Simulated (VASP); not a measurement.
# Rb (I4_1/amd) in VASP: relaxation of cell and atoms with LDA

Aim: the relaxation of cell and atoms of Rb with LDA.

Everything below comes from runs of VASP 6.6.1. Logs are shortened: lines on timing, memory, paths and dates and some standing lists are left out, and cuts for length are marked.

## Step 1: The cell of the first run

Symmetry: I4_1/amd, No. 141, tetragonal system. Conventional cell: a = 7.051 Å, b = 7.051 Å, c = 3.871 Å, α = 90.00°, β = 90.00°, γ = 90.00°. Within 4.8 Å of Rb (site symmetry -4m2) lie 10 Rb at 3.66 to 4.57 Å.

## Step 2: Relaxation of cell and atoms, LDA, target pressure 4.2 GPa, at which the enthalpy is minimised

File INCAR:

```
  PREC = Accurate
  ENCUT = 600
  EDIFF = 1E-6
  ISMEAR = -1
  SIGMA = 0.08
  LREAL = F
  LASPH = T
  NELM = 80
  ALGO = Normal
  ISIF = 3
  LWAVE = F
  LCHARG = F
  IBRION = 2
  NSW = 32
  EDIFFG = -0.005
  PSTRESS = 42.0
```

File KPOINTS:

```
Automatic mesh
0
Gamma
  11 11 11
```

File POSCAR:

```
Rb
1.0
   -3.5255385580      3.5255385580      1.9354290935
    3.5255385580     -3.5255385580      1.9354290935
    3.5255385580      3.5255385580     -1.9354290935
Rb
2
Direct
   -0.3750000000     -0.1250000000     -0.2500000000
    0.3750000000      0.1250000000      0.2500000000
```

Potentials or basis: VASP PAW LDA potentials, release 64 (Rb_sv).

On the command line:

```bash
cat potpaw_LDA.64/Rb_sv/POTCAR > POTCAR
mpirun -np 1 vasp_std > vasp.out
```

OUTCAR:

```text
PREC = Accurate
   ENCUT = 600
   EDIFF = 1E-6
   ISMEAR = -1
   LREAL = F
   LASPH = T
   NELM = 80
   ISIF = 3
   IBRION = 2
   NSW = 32
   EDIFFG = -0.005
   PSTRESS = 42.0

 ion  position               nearest neighbor table
   1  0.625  0.875  0.750-   2 3.66   2 3.66   2 3.66   2 3.66   2 4.57   2 4.57   2 4.57   2 4.57

   2  0.375  0.125  0.250-   1 3.66   1 3.66   1 3.66   1 3.66   1 4.57   1 4.57   1 4.57   1 4.57

  LATTYP: Found a body centered tetragonal cell.
 ALAT       =     7.0510771160
 C/A-ratio  =     0.5489740253

  Lattice vectors:

 A1 = (  -3.5255385580,   3.5255385580,   1.9354290935)
 A2 = (   3.5255385580,  -3.5255385580,   1.9354290935)
 A3 = (   3.5255385580,   3.5255385580,  -1.9354290935)

Analysis of symmetry for initial positions (statically):
=====================================================================
 Subroutine PRICEL returns:
 Original cell was already a primitive cell.

 Routine SETGRP: Setting up the symmetry group for a
 body centered tetragonal supercell.

 Subroutine GETGRP returns: Found 16 space group operations
 (whereof  4 operations were pure point group operations)
 out of a pool of 16 trial point group operations.

The static configuration has the point symmetry C_2h.
 The point group associated with its full space group is D_4h.

Analysis of symmetry for dynamics (positions and initial velocities):
=====================================================================
 Subroutine PRICEL returns:
 Original cell was already a primitive cell.

 Routine SETGRP: Setting up the symmetry group for a
 body centered tetragonal supercell.

 Subroutine GETGRP returns: Found 16 space group operations
 (whereof  4 operations were pure point group operations)
 out of a pool of 16 trial point group operations.

The dynamic configuration has the point symmetry C_2h.
 The point group associated with its full space group is D_4h.

 Subroutine INISYM returns: Found 16 space group operations
 (whereof  4 operations are pure point group operations),
 and found     1 'primitive' translations

----------------------------------------------------------------------------------------

                                     Primitive cell

  volume of cell :      96.2251

  direct lattice vectors                    reciprocal lattice vectors
    -3.525538558  3.525538558  1.935429094     0.000000000  0.141822304  0.258340645
[... 92 lines left out ...]
   ISIF   =      3    stress and relaxation
   ISYM   =      2    0-nonsym 1-usesym 2-fastsym
   POTIM  = 0.5000    time-step for ionic-motion
   TEBEG  =    0.0;   TEEND  =   0.0 temperature during run
   PSTRESS=   42.0 pullay stress
   NELECT =      18.0000    total number of electrons
   NUPDOWN=      -1.0000    fix difference up-down
   EMIN   =  10.00;   EMAX   =-10.00  energy-range for DOS
   EFERMI =   0.00;   METHOD = LEGACY
   ISMEAR =    -1;   SIGMA  =   0.08  broadening in eV -4-tet -1-fermi 0-gaus
   EFERMI_NEDOS =   21; number of points for ismear=-14 and -15
   IALGO  =     38    algorithm
   IMIX   =      4    mixing-type and parameters
     AMIX     =   0.40;   BMIX     =  1.00
     AMIX_MAG =   1.60;   BMIX_MAG =  1.00
  volume/ion in A,a.u.               =      48.11       324.68
  Fermi-wavevector in a.u.,A,eV,Ry     =   0.936274  1.769301 11.926988  0.876609
  Thomas-Fermi vector in A             =   2.063267
   LORBIT       =      0    0 simple, 1 ext, 2 COOP (PROOUT), +10 PAW based schemes
   GGA     = CA    functional components
   LHFCALC =     F    Hartree Fock is set to
   AEXX    =    0.0000 exact exchange contribution
   IVDW    =     0    specifies the selected vdW correction
   LEPSILON=     F    determine dielectric tensor
   LRPA    =     F    only Hartree local field effects (RPA)
 conjugate gradient relaxation of ions
 non-spin polarized calculation
  energy-cutoff  :      600.00
  volume of cell :       96.23
 maximum number of plane-waves:      3236
 NGX is ok and might be reduce to    48
   NGX = 21   NGY = 21   NGZ = 21

 number of electron      18.0000000 magnetization

 Free energy of the ion-electron system (eV)
  ---------------------------------------------------
  ext. energy  EPLUGINS =         0.00000000
  ---------------------------------------------------
  free energy    TOTEN  =        -1.43317854 eV

  energy without entropy =       -1.38579958  energy(sigma->0) =       -1.40948906

 E-fermi :   1.7588     XC(G=0):  -7.5723

 val. band max:        1.7581510265   @ k =  -0.4545  -0.4545   0.4545
 cond. band min:       1.7597576526   @ k =  -0.0909   0.0909   0.0909
 fundamental gap:      0.0016066261
 Fermi energy:         1.7587834104

 k-point     1 :       0.0000    0.0000    0.0000
  band No.  band energies     occupation
      1     -27.1953      2.00000
      2     -27.0340      2.00000
      3     -11.6911      2.00000
      4     -11.6911      2.00000
      5     -11.0222      2.00000
      6     -11.0142      2.00000
      7     -10.9581      2.00000
      8     -10.9581      2.00000
      9      -1.0991      2.00000
     10       1.6712      1.49852
     11       3.6018      0.00000
     12       4.1256      0.00000
     13       4.8392      0.00000
[... 354 lines left out ...]
  band No.  band energies     occupation
      1     -27.1824      2.00000
      2     -27.0467      2.00000
      3     -11.6519      2.00000
      4     -11.6435      2.00000
      5     -11.0927      2.00000
      6     -11.0395      2.00000
      7     -11.0086      2.00000
      8     -10.9498      2.00000
      9      -0.7830      2.00000
     10       1.8047      0.72058
     11       3.3387      0.00000
     12       4.2220      0.00000
     13       4.5810      0.00000

 [... further k-points ...]
[... 5 lines left out ...]
  --------------------------------------------------------------------------------------
  -------------------------------------------------------------------------------------
  Total        2.5274174      2.5274174      2.5221586      0.0000000      0.0000000     -0.0000000
  in kB       42.0822890     42.0822890     41.9947295      0.0000000      0.0000000     -0.0000000
  external PRESSURE =       0.0531025 kB  Pullay stress =      42.0000000 kB

 VOLUME and BASIS-vectors are now :
 -----------------------------------------------------------------------------
  energy-cutoff  :      600.00
  volume of cell :       96.23
      direct lattice vectors                 reciprocal lattice vectors
    -3.525538558  3.525538558  1.935429094     0.000000000  0.141822304  0.258340645
     3.525538558 -3.525538558  1.935429094     0.141822304  0.000000000  0.258340645
     3.525538558  3.525538558 -1.935429094     0.141822304  0.141822304  0.000000000

 POSITION                                       TOTAL-FORCE (eV/Angst)
 -----------------------------------------------------------------------------------
      3.52554      1.76277      1.45157        -0.000000      0.000000      0.000000
      0.00000      1.76277      0.48386         0.000000     -0.000000     -0.000000
 -----------------------------------------------------------------------------------
    total drift:                                0.000000     -0.000000      0.000000

  FREE ENERGIE OF THE ION-ELECTRON SYSTEM (eV)
  ---------------------------------------------------
  free  energy   TOTEN  =        -1.4331785397 eV

  energy  without entropy=       -1.3857995816  energy(sigma->0) =       -1.40948906

  enthalpy is  TOTEN    =         1.0892966426 eV   P V=        2.5224751823

 reached required accuracy - stopping structural energy minimisation
```

OSZICAR:

```text
N       E                     dE             d eps       ncg     rms          rms(c)
DAV:   1     0.111797212020E+03    0.11180E+03   -0.85378E+03  3276   0.129E+03
DAV:   2     0.699388329529E+01   -0.10480E+03   -0.10171E+03  4495   0.232E+02
DAV:   3    -0.102308885805E+01   -0.80170E+01   -0.79067E+01  4713   0.625E+01
DAV:   4    -0.145312342767E+01   -0.43003E+00   -0.42932E+00  5104   0.968E+00
DAV:   5    -0.145755613593E+01   -0.44327E-02   -0.44325E-02  4595   0.112E+00    0.407E+00
DAV:   6    -0.143847016119E+01    0.19086E-01   -0.23030E-02  4244   0.970E-01    0.256E+00
DAV:   7    -0.143359066985E+01    0.48795E-02   -0.36639E-02  4175   0.118E+00    0.232E-01
DAV:   8    -0.143317788107E+01    0.41279E-03   -0.47298E-03  4291   0.503E-01    0.362E-02
DAV:   9    -0.143317826988E+01   -0.38881E-06   -0.93975E-05  4688   0.624E-02    0.158E-02
DAV:  10    -0.143317853972E+01   -0.26984E-06   -0.55073E-06  4716   0.191E-02
   1 F= 0.10892966E+01 E0= 0.11129861E+01  d E =0.108930E+01
```

It took 70 s on 1 thread of Intel Xeon 6975P-C (Granite Rapids), shared host; peak memory 0.34 GiB.

Results:

```yaml
Free_energy: -1.4332 eV
Pressure_after_relaxing: 4.2 GPa
Band_gap_on_the_k_mesh: zero (bands 9 and 10 overlap by 1.54 eV)
```

Final structure:
```xyz
2
Lattice="-3.5255 3.5255 1.9354 3.5255 -3.5255 1.9354 3.5255 3.5255 -1.9354" Properties=species:S:1:pos:R:3 pbc="T T T"
Rb    3.5255    1.7628    1.4516
Rb    0.0000    1.7628    0.4839
```

Caveat: the cell is relaxed towards a set pressure, so the run minimises the enthalpy, not the energy.
